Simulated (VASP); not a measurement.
# Cr (P6/mmm) in VASP: notebook

The runs below take Cr through single point, with r2SCAN.

All numbers are computed with VASP 6.6.1; they aren't measurements. Logs are shortened: lines on timing, memory, paths and dates and some standing lists are left out, and cuts for length are marked.

**1. The cell of the first run**

Symmetry: P6/mmm, No. 191, hexagonal system. The conventional cell has a = 4.206 Å, b = 4.206 Å, c = 2.269 Å, α = 90.00°, β = 90.00°, γ = 120.00°. Within 3.0 Å of Cr (site symmetry 6/mmm) lie 14 Cr at 2.27 to 2.68 Å. Cr (site symmetry -6m2) has 11 Cr at 2.27 to 2.68 Å within 3.0 Å.

This isn't the form of Cr at room conditions, which is bcc.

**2. Single point, r2SCAN (11.59 Å³/atom)**

File POSCAR:

```
Cr
1.0
    4.2056408807      0.0000000000      0.0000000000
   -2.1028204403      3.6421918419      0.0000000000
    0.0000000000      0.0000000000      2.2692406738
Cr
3
Direct
    0.0000000000      1.0000000000      0.0000000000
    0.3333333333      0.6666666667      0.5000000000
    0.6666666667      0.3333333333      0.5000000000
```

File INCAR.step1:

```
ALGO = Normal
EDIFF = 1E-4
ENCUT = 520
GGA = PE
ISMEAR = -1
LASPH = True
LCHARG = False
LREAL = False
LWAVE = True
NBANDS = 25
NELM = 60
PREC = Accurate
SIGMA = 0.1
```

File INCAR.step2:

```
ALGO = Normal
EDIFF = 1E-7
ENCUT = 520
ISIF = 2
ISMEAR = -1
ISTART = 1
LASPH = True
LCHARG = True
LELF = True
LMIXTAU = True
LREAL = False
LVHAR = True
LWAVE = False
METAGGA = R2SCAN
NBANDS = 25
NELM = 60
PREC = Accurate
SIGMA = 0.1
```

File KPOINTS:

```
k-points
0
Gamma
  10 10 15
```

Potentials or basis: VASP PAW PBE potentials, release 64 (Cr_pv).

Run with:

```
$ cat potpaw_PBE.64/Cr_pv/POTCAR > POTCAR
$ cp INCAR.step1 INCAR
$ mpirun -np 1 vasp_std > vasp.out
$ cp INCAR.step2 INCAR
$ mpirun -np 1 vasp_std > vasp.out
```

OUTCAR:

```text
EDIFF = 1E-7
   ENCUT = 520
   ISIF = 2
   ISMEAR = -1
   ISTART = 1
   LASPH = True
   LREAL = False
   METAGGA = R2SCAN
   NELM = 60
   PREC = Accurate

 ion  position               nearest neighbor table
   1  0.000  0.000  0.000-   2 2.68   3 2.68   2 2.68   3 2.68   2 2.68   2 2.68   3 2.68   3 2.68
                             3 2.68   3 2.68   2 2.68   2 2.68
   2  0.333  0.667  0.500-   3 2.43   3 2.43   3 2.43   1 2.68   1 2.68   1 2.68   1 2.68   1 2.68
                             1 2.68
   3  0.667  0.333  0.500-   2 2.43   2 2.43   2 2.43   1 2.68   1 2.68   1 2.68   1 2.68   1 2.68
                             1 2.68

  LATTYP: Found a hexagonal cell.
 ALAT       =     4.2056408807
 C/A-ratio  =     0.5395707190

  Lattice vectors:

 A1 = (   4.2056408807,   0.0000000000,   0.0000000000)
 A2 = (  -2.1028204403,   3.6421918419,   0.0000000000)
 A3 = (   0.0000000000,   0.0000000000,   2.2692406738)

Analysis of symmetry for initial positions (statically):
=====================================================================
 Subroutine PRICEL returns:
 Original cell was already a primitive cell.

 Routine SETGRP: Setting up the symmetry group for a
 hexagonal supercell.

 Subroutine GETGRP returns: Found 24 space group operations
 (whereof 24 operations were pure point group operations)
 out of a pool of 24 trial point group operations.

The static configuration has the point symmetry D_6h.

Analysis of symmetry for dynamics (positions and initial velocities):
=====================================================================
 Subroutine PRICEL returns:
 Original cell was already a primitive cell.

 Routine SETGRP: Setting up the symmetry group for a
 hexagonal supercell.

 Subroutine GETGRP returns: Found 24 space group operations
 (whereof 24 operations were pure point group operations)
 out of a pool of 24 trial point group operations.

The dynamic configuration has the point symmetry D_6h.

 Subroutine INISYM returns: Found 24 space group operations
 (whereof 24 operations are pure point group operations),
 and found     1 'primitive' translations

----------------------------------------------------------------------------------------

                                     Primitive cell

  volume of cell :      34.7597

  direct lattice vectors                    reciprocal lattice vectors
     4.205640881  0.000000000  0.000000000     0.237775889  0.137279974  0.000000000
    -2.102820440  3.642191842  0.000000000     0.000000000  0.274559947  0.000000000
     0.000000000  0.000000000  2.269240674     0.000000000  0.000000000  0.440676043

  length of vectors
     4.205640881  4.205640881  2.269240674     0.274559947  0.274559947  0.440676043

  position of ions in fractional coordinates (direct lattice)
     0.000000000  0.000000000  0.000000000
     0.333333333  0.666666667  0.500000000
     0.666666667  0.333333333  0.500000000

  ion indices of the primitive-cell ions
   primitive index   ion index
                 1           1
                 2           2
                 3           3

----------------------------------------------------------------------------------------

 KPOINTS: k-points

Automatic generation of k-mesh.
 Grid dimensions read from file:
 generate k-points for:   10   10   15

 Generating k-lattice:

  Cartesian coordinates                     Fractional coordinates (reciprocal lattice)
     0.023777589  0.013727997  0.000000000     0.100000000  0.000000000  0.000000000
     0.000000000  0.027455995  0.000000000     0.000000000  0.100000000  0.000000000
     0.000000000  0.000000000  0.029378403     0.000000000  0.000000000  0.066666667

  Length of vectors
     0.027455995  0.027455995  0.029378403

  Shift w.r.t. Gamma in fractional coordinates (k-lattice)
     0.000000000  0.000000000  0.000000000

 Subroutine IBZKPT returns following result:
 ===========================================

 Found    112 irreducible k-points:

 Following reciprocal coordinates:
            Coordinates               Weight
  0.000000  0.000000  0.000000      1.000000
  0.100000  0.000000  0.000000      6.000000
  0.200000  0.000000  0.000000      6.000000
  0.300000  0.000000  0.000000      6.000000
  0.400000  0.000000  0.000000      6.000000
  0.500000  0.000000  0.000000      3.000000
[... 16 lines left out ...]
  0.300000  0.100000  0.066667     24.000000
  0.400000  0.100000  0.066667     24.000000
 [... further k-points ...]
   k-points           NKPTS =    112   k-points in BZ     NKDIM =    112   number of bands    NBANDS=     25
   number of dos      NEDOS =    301   number of ions     NIONS =      3
   total plane-waves  NPLWV =  18432
   dimension x,y,z NGX =    32 NGY =   32 NGZ =   18
   dimension x,y,z NGXF=    64 NGYF=   64 NGZF=   36
   ions per type =               3
   NGX,Y,Z   is equivalent  to a cutoff of  12.65, 12.65, 13.19 a.u.
   NGXF,Y,Z  is equivalent  to a cutoff of  25.30, 25.30, 26.37 a.u.
 SYSTEM =  unknown system
   PREC   = accura    normal or accurate (medium, high low for compatibility)
   ISTART =      1    job   : 0-new  1-cont  2-samecut
   ICHARG =      0    charge: 1-file 2-atom 10-const
   ISPIN  =      1    spin polarized calculation?
   LNONCOLLINEAR =      F non collinear calculations
   LSORBIT =      F    spin-orbit coupling
   LASPH  =      T    aspherical Exc in radial PAW
   ENCUT  =  520.0 eV  38.22 Ry    6.18 a.u.   7.82  7.82  4.22*2*pi/ulx,y,z
   NELM   =     60;   NELMIN=  2; NELMDL=  0     # of ELM steps
   EDIFF  = 0.1E-06   stopping-criterion for ELM
   LREAL  =      F    real-space projection
   EDIFFG = 0.1E-05   stopping-criterion for IOM
   NSW    =      0    number of steps for IOM
   IBRION =     -1    ionic relax: 0-MD 1-quasi-New 2-CG
   NFREE  =      0    steps in history (QN), initial steepest desc. (CG)
   ISIF   =      2    stress and relaxation
   ISYM   =      2    0-nonsym 1-usesym 2-fastsym
   POTIM  = 0.5000    time-step for ionic-motion
   TEBEG  =    0.0;   TEEND  =   0.0 temperature during run
   PSTRESS=    0.0 pullay stress
   NELECT =      36.0000    total number of electrons
   NUPDOWN=      -1.0000    fix difference up-down
   EMIN   =  10.00;   EMAX   =-10.00  energy-range for DOS
   EFERMI =   0.00;   METHOD = LEGACY
   ISMEAR =    -1;   SIGMA  =   0.10  broadening in eV -4-tet -1-fermi 0-gaus
   EFERMI_NEDOS =   21; number of points for ismear=-14 and -15
   IALGO  =     38    algorithm
   IMIX   =      4    mixing-type and parameters
     AMIX     =   0.40;   BMIX     =  1.00
     AMIX_MAG =   1.60;   BMIX_MAG =  1.00
  volume/ion in A,a.u.               =      11.59        78.19
  Fermi-wavevector in a.u.,A,eV,Ry     =   1.656344  3.130036 37.327239  2.743475
  Thomas-Fermi vector in A             =   2.744285
   LORBIT       =      0    0 simple, 1 ext, 2 COOP (PROOUT), +10 PAW based schemes
   METAGGA = R2SCAN    functional components
   LHFCALC =     F    Hartree Fock is set to
   AEXX    =    0.0000 exact exchange contribution
   IVDW    =     0    specifies the selected vdW correction
   LEPSILON=     F    determine dielectric tensor
   LRPA    =     F    only Hartree local field effects (RPA)
 non-spin polarized calculation
  energy-cutoff  :      520.00
  volume of cell :       34.76
 maximum number of plane-waves:       962
 NGX is ok and might be reduce to    32
   NGX = 15   NGY = 15   NGZ =  9

 number of electron      35.9999992 magnetization

 Free energy of the ion-electron system (eV)
  ---------------------------------------------------
  ext. energy  EPLUGINS =         0.00000000
  ---------------------------------------------------
  free energy    TOTEN  =       -43.31596095 eV

  energy without entropy =      -43.17048083  energy(sigma->0) =      -43.24322089

 E-fermi :  10.8491     XC(G=0): -14.9154

 val. band max:       10.8463526864   @ k =   0.2000   0.0000   0.0000
 cond. band min:      10.8512502457   @ k =   0.2000   0.0000   0.4667
 fundamental gap:      0.0048975593
 Fermi energy:        10.8491090716

 k-point     1 :       0.0000    0.0000    0.0000
  band No.  band energies     occupation
      1     -33.9884      2.00000
      2     -33.9884      2.00000
      3     -33.9383      2.00000
      4     -33.9383      2.00000
      5     -33.3652      2.00000
      6     -33.3652      2.00000
[... 17 lines left out ...]
     24      13.7827      0.00000
     25      13.7828      0.00000

 k-point     2 :       0.1000    0.0000    0.0000
  band No.  band energies     occupation
      1     -34.0484      2.00000
      2     -34.0352      2.00000
      3     -33.8737      2.00000
      4     -33.8660      2.00000
      5     -33.3917      2.00000
      6     -33.3695      2.00000
[... 17 lines left out ...]
     24      13.7067      0.00000
     25      13.7695      0.00000

 k-point     3 :       0.2000    0.0000    0.0000
  band No.  band energies     occupation
      1     -34.1174      2.00000
      2     -34.0618      2.00000
      3     -33.7912      2.00000
      4     -33.7694      2.00000
      5     -33.4640      2.00000
      6     -33.3820      2.00000
[... 17 lines left out ...]
     24      13.4970      0.00000
     25      13.7293      0.00000

 k-point     4 :       0.3000    0.0000    0.0000
  band No.  band energies     occupation
      1     -34.1716      2.00000
      2     -34.0427      2.00000
      3     -33.7166      2.00000
      4     -33.7054      2.00000
      5     -33.5502      2.00000
      6     -33.4013      2.00000
[... 17 lines left out ...]
     24      13.2214      0.00000
     25      13.6608      0.00000
[... 477 lines left out ...]
 k-point    22 :       0.2000    0.1000    0.0667
  band No.  band energies     occupation
      1     -34.1239      2.00000
      2     -34.0670      2.00000
      3     -33.7368      2.00000
      4     -33.7111      2.00000
      5     -33.5231      2.00000
      6     -33.3877      2.00000
[... 17 lines left out ...]
     24      13.1528      0.00000
     25      13.5538      0.00000

 k-point    23 :       0.3000    0.1000    0.0667
  band No.  band energies     occupation
      1     -34.1628      2.00000
      2     -34.0248      2.00000
      3     -33.7335      2.00000
      4     -33.6563      2.00000
      5     -33.5696      2.00000
      6     -33.4047      2.00000
[... 17 lines left out ...]
     24      13.1999      0.00000
     25      13.4479      0.00000

 k-point    24 :       0.4000    0.1000    0.0667
  band No.  band energies     occupation
      1     -34.1837      2.00000
      2     -33.9420      2.00000
      3     -33.8328      2.00000
      4     -33.6241      2.00000
      5     -33.5519      2.00000
      6     -33.4183      2.00000
[... 17 lines left out ...]
     24      13.3108      0.00000
     25      13.3831      0.00000

 [... further k-points ...]
[... 5 lines left out ...]
  --------------------------------------------------------------------------------------
  -------------------------------------------------------------------------------------
  Total        0.1070827      0.1070827      0.4182101      0.0000000      0.0000000      0.0000000
  in kB        4.9357611      4.9357611     19.2765583      0.0000000      0.0000000      0.0000000
  external PRESSURE =       9.7160268 kB  Pullay stress =       0.0000000 kB

 VOLUME and BASIS-vectors are now :
 -----------------------------------------------------------------------------
  energy-cutoff  :      520.00
  volume of cell :       34.76
      direct lattice vectors                 reciprocal lattice vectors
     4.205640881  0.000000000  0.000000000     0.237775889  0.137279974  0.000000000
    -2.102820440  3.642191842  0.000000000     0.000000000  0.274559947  0.000000000
     0.000000000  0.000000000  2.269240674     0.000000000  0.000000000  0.440676043

 POSITION                                       TOTAL-FORCE (eV/Angst)
 -----------------------------------------------------------------------------------
      0.00000      0.00000      0.00000         0.000000      0.000000      0.000000
     -0.00000      2.42813      1.13462         0.000000      0.000000      0.000000
      2.10282      1.21406      1.13462        -0.000000      0.000000     -0.000000
 -----------------------------------------------------------------------------------
    total drift:                               -0.000000      0.000000      0.000000

  FREE ENERGIE OF THE ION-ELECTRON SYSTEM (eV)
  ---------------------------------------------------
  free  energy   TOTEN  =       -43.3159609509 eV

  energy  without entropy=      -43.1704808334  energy(sigma->0) =      -43.24322089
```

It took 2.5 min on 1 thread of Intel Xeon 6975P-C (Granite Rapids), shared host; peak memory 0.21 GiB.

Results:

* Free energy: -43.3160 eV
* Pressure: 1.0 GPa
* Band gap on the k mesh: zero (bands 18 and 19 overlap by 0.59 eV)

Stress tensor (GPa, compression positive):
```
0.49 0.00 0.00
0.00 0.49 0.00
0.00 0.00 1.93
```

Levels at points of the mesh, in eV from the Fermi level:
```tsv
k point	band 15	band 16	band 17	band 18	band 19	band 20	band 21	band 22
(0.00, 0.00, 0.00)	-2.33	-2.33	-2.08	-0.34	-0.34	1.54	1.54	1.60
(0.50, 0.00, 0.00)	-2.16	-2.05	-1.77	0.20	0.95	1.43	1.68	1.75
```

Caveat: the PAW data sets were made with another functional, which shifts forces and pressure a little; the run has no spin polarisation, though such a crystal can be magnetic. Spin polarisation is off, so any magnetic state and its effect on volume and gap are missing.

(Continued in part 2 of 3.)
